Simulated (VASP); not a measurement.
# I (Cmce) in VASP: a series of runs

I is run at these levels: PBE; tasks: single point.

Program: VASP 6.6.1. These are calculated values, not measurements. Logs are shortened: lines on timing, memory, paths and dates and some standing lists are left out, and cuts for length are marked.

### Step 1. The cell of the first run

Symmetry: Cmce, No. 64, orthorhombic system. Conventional cell: a = 8.803 Å, b = 4.533 Å, c = 9.631 Å, α = 90.00°, β = 90.00°, γ = 90.00°. I (site symmetry m) has 3 I at 2.75 to 3.35 Å within 3.6 Å.

### Step 2. Single point, PBE (volume changed by -6%)

Input file INCAR:

```
SYSTEM = I
PREC = Accurate
ENCUT = 520
EDIFF = 1E-6
ISMEAR = 0
SIGMA = 0.01
LREAL = .FALSE.
LASPH = .TRUE.
NELM = 60
ALGO = Normal
ISIF = 2
LWAVE = .FALSE.
LCHARG = .FALSE.
GGA = PE
NBANDS = 22
```

Input file KPOINTS:

```
regular mesh
0
G
  6 6 2
  0 0 0
```

Input file POSCAR:

```
I
1.0
    4.4016896299     -2.2664941222      0.0000000000
    4.4016896299      2.2664941222      0.0000000000
    0.0000000000      0.0000000000      9.6313395154
I
4
Direct
    0.8417984967      0.1582015033      0.8779801343
    0.3417984967      0.6582015033      0.6220198657
    0.1582015033      0.8417984967      0.1220198657
    0.6582015033      0.3417984967      0.3779801343
```

Potentials or basis: VASP PAW PBE potentials, release 64 (I).

Launch:

```console
> cat potpaw_PBE.64/I/POTCAR > POTCAR
> mpirun -np 1 vasp_std > vasp.out
```

OUTCAR:

```text
SYSTEM = I
   PREC = Accurate
   ENCUT = 520
   EDIFF = 1E-6
   ISMEAR = 0
   LREAL = .FALSE.
   LASPH = .TRUE.
   NELM = 60
   ISIF = 2
   GGA = PE

 ion  position               nearest neighbor table
   1  0.842  0.158  0.878-   3 2.75   2 3.35   2 3.35
   2  0.342  0.658  0.622-   4 2.75   1 3.35   1 3.35
   3  0.158  0.842  0.122-   1 2.75   4 3.35   4 3.35
   4  0.658  0.342  0.378-   2 2.75   3 3.35   3 3.35

  LATTYP: Found a base centered orthorhombic cell.
 ALAT       =     4.5329882444
 B/A-ratio  =     1.9420697309
 C/A-ratio  =     2.1247219265

  Lattice vectors:

 A1 = (  -4.4016896299,  -2.2664941222,   0.0000000000)
 A2 = (   4.4016896299,  -2.2664941222,   0.0000000000)
 A3 = (   0.0000000000,   0.0000000000,   9.6313395154)

Analysis of symmetry for initial positions (statically):
=====================================================================
 Subroutine PRICEL returns:
 Original cell was already a primitive cell.

 Routine SETGRP: Setting up the symmetry group for a
 base centered orthorhombic supercell.

 Subroutine GETGRP returns: Found  8 space group operations
 (whereof  4 operations were pure point group operations)
 out of a pool of  8 trial point group operations.

The static configuration has the point symmetry C_2h.
 The point group associated with its full space group is D_2h.

Analysis of symmetry for dynamics (positions and initial velocities):
=====================================================================
 Subroutine PRICEL returns:
 Original cell was already a primitive cell.

 Routine SETGRP: Setting up the symmetry group for a
 base centered orthorhombic supercell.

 Subroutine GETGRP returns: Found  8 space group operations
 (whereof  4 operations were pure point group operations)
 out of a pool of  8 trial point group operations.

The dynamic configuration has the point symmetry C_2h.
 The point group associated with its full space group is D_2h.

 Subroutine INISYM returns: Found  8 space group operations
 (whereof  4 operations are pure point group operations),
 and found     1 'primitive' translations

----------------------------------------------------------------------------------------

                                     Primitive cell

  volume of cell :     192.1723

  direct lattice vectors                    reciprocal lattice vectors
     4.401689630 -2.266494122  0.000000000     0.113592743 -0.220605028  0.000000000
     4.401689630  2.266494122  0.000000000     0.113592743  0.220605028  0.000000000
     0.000000000  0.000000000  9.631339515     0.000000000  0.000000000  0.103827718

  length of vectors
     4.950946092  4.950946092  9.631339515     0.248132807  0.248132807  0.103827718

  position of ions in fractional coordinates (direct lattice)
     0.841798497  0.158201503  0.877980134
     0.341798497  0.658201503  0.622019866
     0.158201503  0.841798497  0.122019866
     0.658201503  0.341798497  0.377980134

  ion indices of the primitive-cell ions
   primitive index   ion index
                 1           1
                 2           2
                 3           3
                 4           4

----------------------------------------------------------------------------------------

 KPOINTS: regular mesh

Automatic generation of k-mesh.
 Grid dimensions read from file:
 generate k-points for:    6    6    2

 Generating k-lattice:

  Cartesian coordinates                     Fractional coordinates (reciprocal lattice)
     0.018932124 -0.036767505  0.000000000     0.166666667 -0.000000000  0.000000000
     0.018932124  0.036767505  0.000000000    -0.000000000  0.166666667  0.000000000
     0.000000000  0.000000000  0.051913859     0.000000000  0.000000000  0.500000000

  Length of vectors
     0.041355468  0.041355468  0.051913859

  Shift w.r.t. Gamma in fractional coordinates (k-lattice)
     0.000000000  0.000000000  0.000000000

 Subroutine IBZKPT returns following result:
 ===========================================

 Found     26 irreducible k-points:

 Following reciprocal coordinates:
            Coordinates               Weight
  0.000000  0.000000  0.000000      1.000000
  0.166667  0.000000  0.000000      4.000000
  0.333333 -0.000000  0.000000      4.000000
  0.500000  0.000000  0.000000      2.000000
  0.166667  0.166667  0.000000      2.000000
  0.333333  0.166667  0.000000      4.000000
[... 16 lines left out ...]
  0.333333  0.333333  0.500000      2.000000
  0.500000  0.333333  0.500000      4.000000
 [... further k-points ...]
   k-points           NKPTS =     26   k-points in BZ     NKDIM =     26   number of bands    NBANDS=     22
   number of dos      NEDOS =    301   number of ions     NIONS =      4
   total plane-waves  NPLWV = 115200
   dimension x,y,z NGX =    40 NGY =   40 NGZ =   72
   dimension x,y,z NGXF=    80 NGYF=   80 NGZF=  144
   ions per type =               4
   NGX,Y,Z   is equivalent  to a cutoff of  13.43, 13.43, 12.43 a.u.
   NGXF,Y,Z  is equivalent  to a cutoff of  26.86, 26.86, 24.86 a.u.
 SYSTEM =  I
   PREC   = accura    normal or accurate (medium, high low for compatibility)
   ISTART =      0    job   : 0-new  1-cont  2-samecut
   ICHARG =      2    charge: 1-file 2-atom 10-const
   ISPIN  =      1    spin polarized calculation?
   LNONCOLLINEAR =      F non collinear calculations
   LSORBIT =      F    spin-orbit coupling
   LASPH  =      T    aspherical Exc in radial PAW
   ENCUT  =  520.0 eV  38.22 Ry    6.18 a.u.   9.21  9.21 17.91*2*pi/ulx,y,z
   NELM   =     60;   NELMIN=  2; NELMDL= -5     # of ELM steps
   EDIFF  = 0.1E-05   stopping-criterion for ELM
   LREAL  =      F    real-space projection
   EDIFFG = 0.1E-04   stopping-criterion for IOM
   NSW    =      0    number of steps for IOM
   IBRION =     -1    ionic relax: 0-MD 1-quasi-New 2-CG
   NFREE  =      0    steps in history (QN), initial steepest desc. (CG)
   ISIF   =      2    stress and relaxation
   ISYM   =      2    0-nonsym 1-usesym 2-fastsym
   POTIM  = 0.5000    time-step for ionic-motion
   TEBEG  =    0.0;   TEEND  =   0.0 temperature during run
   PSTRESS=    0.0 pullay stress
   NELECT =      28.0000    total number of electrons
   NUPDOWN=      -1.0000    fix difference up-down
   EMIN   =  10.00;   EMAX   =-10.00  energy-range for DOS
   EFERMI =   0.00;   METHOD = LEGACY
   ISMEAR =     0;   SIGMA  =   0.01  broadening in eV -4-tet -1-fermi 0-gaus
   EFERMI_NEDOS =   21; number of points for ismear=-14 and -15
   IALGO  =     38    algorithm
   IMIX   =      4    mixing-type and parameters
     AMIX     =   0.40;   BMIX     =  1.00
     AMIX_MAG =   1.60;   BMIX_MAG =  1.00
  volume/ion in A,a.u.               =      48.04       324.21
  Fermi-wavevector in a.u.,A,eV,Ry     =   0.861451  1.627906 10.096855  0.742098
  Thomas-Fermi vector in A             =   1.979107
   LORBIT       =      0    0 simple, 1 ext, 2 COOP (PROOUT), +10 PAW based schemes
   GGA     = PE    functional components
   LHFCALC =     F    Hartree Fock is set to
   AEXX    =    0.0000 exact exchange contribution
   IVDW    =     0    specifies the selected vdW correction
   LEPSILON=     F    determine dielectric tensor
   LRPA    =     F    only Hartree local field effects (RPA)
 non-spin polarized calculation
 Gauss-broadening in eV      SIGMA  =   0.01
  energy-cutoff  :      520.00
  volume of cell :      192.17
 maximum number of plane-waves:      5216
 NGX is ok and might be reduce to    40
   NGX = 19   NGY = 19   NGZ = 35

 number of electron      27.9999997 magnetization

 Free energy of the ion-electron system (eV)
  ---------------------------------------------------
  ext. energy  EPLUGINS =         0.00000000
  ---------------------------------------------------
  free energy    TOTEN  =        -6.03861884 eV

  energy without entropy =       -6.03861884  energy(sigma->0) =       -6.03861884

 E-fermi :   1.7669     XC(G=0):  -7.3787

 val. band max:        1.6547292643   @ k =   0.5000   0.0000   0.5000
 cond. band min:       2.8372673499   @ k =   0.5000   0.5000   0.0000
 fundamental gap:      1.1825380856
 Fermi energy:         1.7668576257

 k-point     1 :       0.0000    0.0000    0.0000
  band No.  band energies     occupation
      1     -11.8915      2.00000
      2     -11.1800      2.00000
      3     -10.2002      2.00000
      4      -8.8914      2.00000
      5      -2.9329      2.00000
      6      -1.4988      2.00000
[... 14 lines left out ...]
     21       8.9877      0.00000
     22       9.3678      0.00000

 k-point     2 :       0.1667    0.0000    0.0000
  band No.  band energies     occupation
      1     -11.8001      2.00000
      2     -11.1672      2.00000
      3     -10.1271      2.00000
      4      -9.0104      2.00000
      5      -2.9369      2.00000
      6      -1.8362      2.00000
[... 14 lines left out ...]
     21       8.6773      0.00000
     22       9.0560      0.00000

 k-point     3 :       0.3333   -0.0000    0.0000
  band No.  band energies     occupation
      1     -11.5670      2.00000
      2     -11.1790      2.00000
      3      -9.9295      2.00000
      4      -9.3079      2.00000
      5      -3.0385      2.00000
      6      -2.6103      2.00000
[... 14 lines left out ...]
     21       8.9089      0.00000
     22       9.5556      0.00000
[... 476 lines left out ...]
 k-point    23 :       0.3333    0.3333    0.5000
  band No.  band energies     occupation
      1     -11.5779      2.00000
      2     -11.5779      2.00000
      3      -9.4436      2.00000
      4      -9.4436      2.00000
      5      -2.2721      2.00000
      6      -2.2721      2.00000
[... 14 lines left out ...]
     21       8.9001      0.00000
     22       8.9001      0.00000

 k-point    24 :       0.5000    0.3333    0.5000
  band No.  band energies     occupation
      1     -11.5046      2.00000
      2     -11.5046      2.00000
      3      -9.4788      2.00000
      4      -9.4788      2.00000
      5      -2.4773      2.00000
      6      -2.4773      2.00000
[... 14 lines left out ...]
     21       9.3306      0.00000
     22       9.3308      0.00000

 [... further k-points ...]

------------------------ aborting loop because EDIFF is reached ----------------------------------------

  FORCE on cell =-STRESS in cart. coord.  units (eV):
  Direction    XX          YY          ZZ          XY          YZ          ZX
  --------------------------------------------------------------------------------------
  -------------------------------------------------------------------------------------
  Total        0.0603095      1.6603994      3.1142133      0.0000000      0.0000000      0.0000000
  in kB        0.5028119     13.8430707     25.9637991      0.0000000      0.0000000      0.0000000
  external PRESSURE =      13.4365605 kB  Pullay stress =       0.0000000 kB

 VOLUME and BASIS-vectors are now :
 -----------------------------------------------------------------------------
  energy-cutoff  :      520.00
  volume of cell :      192.17
      direct lattice vectors                 reciprocal lattice vectors
     4.401689630 -2.266494122  0.000000000     0.113592743 -0.220605028  0.000000000
     4.401689630  2.266494122  0.000000000     0.113592743  0.220605028  0.000000000
     0.000000000  0.000000000  9.631339515     0.000000000  0.000000000  0.103827718

 POSITION                                       TOTAL-FORCE (eV/Angst)
 -----------------------------------------------------------------------------------
      4.40169     -1.54937      8.45612         0.000000      0.228159     -0.216183
      4.40169      0.71713      5.99088         0.000000      0.228159      0.216183
      4.40169      1.54937      1.17521         0.000000     -0.228159      0.216183
      4.40169     -0.71713      3.64046         0.000000     -0.228159     -0.216183
 -----------------------------------------------------------------------------------
    total drift:                               -0.000000     -0.000000     -0.000000

  FREE ENERGIE OF THE ION-ELECTRON SYSTEM (eV)
  ---------------------------------------------------
  free  energy   TOTEN  =        -6.0386188430 eV

  energy  without entropy=       -6.0386188430  energy(sigma->0) =       -6.03861884
```

It took 88 s on 1 thread of Intel Xeon Platinum 8488C (Sapphire Rapids), shared host; peak memory 0.35 GiB.

What came out:

```
Free energy            : -6.0386 eV
Pressure               : 1.3 GPa
Largest force          : 0.314 eV/Å
Band gap on the k mesh : 1.18 eV, indirect (least direct gap 1.22 eV)
```

Forces on the atoms (eV/Å):
```
I    0.000  0.228 -0.216
I    0.000  0.228  0.216
I    0.000 -0.228  0.216
I    0.000 -0.228 -0.216
```

Stress tensor (GPa, compression positive):
```
0.05 0.00 0.00
0.00 1.38 0.00
0.00 0.00 2.60
```

Levels at points of the mesh, in eV from the valence-band top:
```csv
k point,band 10,band 11,band 12,band 13,band 14,band 15,band 16,band 17,band 18,band 19
"(0.00, 0.00, 0.00)",-1.50,-1.40,-0.86,-0.64,-0.01,1.21,2.03,4.52,5.03,5.34
"(0.50, 0.00, 0.00)",-1.94,-1.55,-1.55,-0.80,-0.80,2.37,2.37,5.29,5.29,7.02
"(0.50, 0.50, 0.00)",-1.73,-1.69,-1.44,-0.69,-0.17,1.18,1.95,5.00,6.13,6.41
"(0.00, 0.00, 0.50)",-1.77,-0.96,-0.96,-0.34,-0.34,1.39,1.39,4.97,4.97,5.93
"(0.50, 0.00, 0.50)",-1.99,-0.84,-0.84,0.00,0.00,1.51,1.51,5.67,5.67,6.31
"(0.50, 0.50, 0.50)",-1.84,-1.03,-1.03,-0.80,-0.80,1.36,1.36,6.01,6.01,7.02
```

Caveat: the cell differs from its parent crystal (volume changed by -6%); spin-orbit coupling is left out, which moves the levels of the heavy elements. A k mesh can miss the band edges.

### Step 3. Single point, PBE (volume changed by -3%)

Input file INCAR:

```
PREC = Accurate
ENCUT = 520
EDIFF = 1E-6
ISMEAR = 0
SIGMA = 0.01
LREAL = False
LASPH = True
NELM = 80
ALGO = Normal
ISIF = 2
LWAVE = False
LCHARG = False
GGA = PE
NBANDS = 22
```

Input file KPOINTS:

```
regular mesh
0
Gamma
  6 6 2
```

Input file POSCAR:

```
I
1.0
    4.4480266101     -2.2903537084      0.0000000000
    4.4480266101      2.2903537084      0.0000000000
    0.0000000000      0.0000000000      9.7327294875
I
4
Direct
    0.8417984967      0.1582015033      0.8779801343
    0.3417984967      0.6582015033      0.6220198657
    0.1582015033      0.8417984967      0.1220198657
    0.6582015033      0.3417984967      0.3779801343
```

Potentials or basis: VASP PAW PBE potentials, release 64 (I).

Launch:

```console
> cat potpaw_PBE.64/I/POTCAR > POTCAR
> mpirun -np 1 vasp_std > vasp.out
```

It took 89 s on 1 thread of Intel Xeon Platinum 8488C (Sapphire Rapids), shared host; peak memory 0.34 GiB.

Results (log left out):

* Free energy: -6.0755 eV
* Pressure: 0.6 GPa
* Largest force: 0.139 eV/Å
* Band gap on the k mesh: 1.12 eV, indirect (least direct gap 1.15 eV)

Forces in eV/Å, atoms in the order of the input:
```
I    0.000  0.103 -0.093
I    0.000  0.103  0.093
I    0.000 -0.103  0.093
I    0.000 -0.103 -0.093
```

Stress tensor (GPa, compression positive):
```
0.03 0.00 0.00
0.00 0.61 0.00
0.00 0.00 1.16
```

Levels at points of the mesh, in eV from the valence-band top:
| k point | band 11 | band 12 | band 13 | band 14 | band 15 | band 16 | band 17 | band 18 |
| --- | --- | --- | --- | --- | --- | --- | --- | --- |
| (0.00, 0.00, 0.00) | -1.34 | -0.80 | -0.60 | 0.00 | 1.15 | 1.95 | 4.59 | 5.14 |
| (0.50, 0.00, 0.00) | -1.48 | -1.48 | -0.74 | -0.74 | 2.26 | 2.26 | 5.40 | 5.40 |
| (0.50, 0.50, 0.00) | -1.62 | -1.37 | -0.64 | -0.15 | 1.12 | 1.88 | 5.11 | 6.21 |
| (0.00, 0.00, 0.50) | -0.92 | -0.92 | -0.32 | -0.32 | 1.34 | 1.34 | 5.04 | 5.04 |
| (0.50, 0.00, 0.50) | -0.78 | -0.78 | -0.01 | -0.01 | 1.45 | 1.45 | 5.76 | 5.76 |
| (0.50, 0.50, 0.50) | -0.98 | -0.98 | -0.74 | -0.74 | 1.32 | 1.32 | 6.08 | 6.08 |

Caveat: the cell differs from its parent crystal (volume changed by -3%); spin-orbit coupling is left out, which moves the levels of the heavy elements.

### Step 4. Single point, PBE

This run uses another cell than the first one, of 51.11 Å³/atom, 1.064 times its volume.

Input file INCAR:

```
PREC = Accurate
ENCUT = 520
EDIFF = 1E-6
ISMEAR = 0
SIGMA = 0.01
LREAL = F
LASPH = T
NELM = 80
ALGO = Normal
ISIF = 2
LWAVE = F
LCHARG = T
GGA = PE
LELF = T
LVHAR = T
NBANDS = 22
```

KPOINTS is that of step 3.

Input file POSCAR:

```
I
1.0
    4.4934177718     -2.3137262789      0.0000000000
    4.4934177718      2.3137262789      0.0000000000
    0.0000000000      0.0000000000      9.8320499134
I
4
Direct
    0.8417984967      0.1582015033      0.8779801343
    0.3417984967      0.6582015033      0.6220198657
    0.1582015033      0.8417984967      0.1220198657
    0.6582015033      0.3417984967      0.3779801343
```

Launch:

```console
> cat potpaw_PBE.64/I/POTCAR > POTCAR
> mpirun -np 1 vasp_std > vasp.out
```

It took 1.8 min on 1 thread of Intel Xeon Platinum 8488C (Sapphire Rapids), shared host; peak memory 0.36 GiB.

It converged, with:

```
Free energy            : -6.0864 eV
Pressure               : 0.0 GPa
Largest force          : 0.018 eV/Å
Band gap on the k mesh : 1.06 eV, indirect (least direct gap 1.08 eV)
```

Forces in eV/Å, atoms in the order of the input:
```
I    0.000 -0.008  0.016
I    0.000 -0.008 -0.016
I    0.000  0.008 -0.016
I    0.000  0.008  0.016
```

Levels at points of the mesh, in eV from the valence-band top:
| k point | band 12 | band 13 | band 14 | band 15 | band 16 | band 17 |
| --- | --- | --- | --- | --- | --- | --- |
| (0.00, 0.00, 0.00) | -0.76 | -0.56 | 0.00 | 1.08 | 1.87 | 4.65 |
| (0.50, 0.00, 0.00) | -1.41 | -0.70 | -0.70 | 2.14 | 2.14 | 5.50 |
| (0.50, 0.50, 0.00) | -1.32 | -0.61 | -0.14 | 1.06 | 1.80 | 5.22 |
| (0.00, 0.00, 0.50) | -0.88 | -0.30 | -0.30 | 1.29 | 1.29 | 5.10 |
| (0.50, 0.00, 0.50) | -0.73 | -0.03 | -0.03 | 1.39 | 1.39 | 5.84 |
| (0.50, 0.50, 0.50) | -0.95 | -0.69 | -0.69 | 1.27 | 1.27 | 6.15 |

Caveat: spin-orbit coupling is left out, which moves the levels of the heavy elements.

### Step 5. Summary

```tsv
cell	gap on the mesh (eV)	pressure (GPa)	largest force (eV/Å)
a = 4.951, b = 4.951, c = 9.631 Å, angles 90.0, 90.0, 54.5°, 4 atoms	1.18	1.3	0.31
a = 5.003, b = 5.003, c = 9.733 Å, angles 90.0, 90.0, 54.5°, 4 atoms	1.12	0.6	0.14
a = 5.054, b = 5.054, c = 9.832 Å, angles 90.0, 90.0, 54.5°, 4 atoms	1.06	0.0	0.02
```

Alike in all rows: task single point; level PBE; potentials or basis VASP PAW PBE potentials, release 64 (I); no spin polarisation; k mesh 6 × 6 × 2; cutoff (eV) 520; smearing gaussian 0.01 eV.

Caveats: spin-orbit coupling is left out, which moves the levels of the heavy elements.

Absolute energies hang on the potentials; compare differences alone.
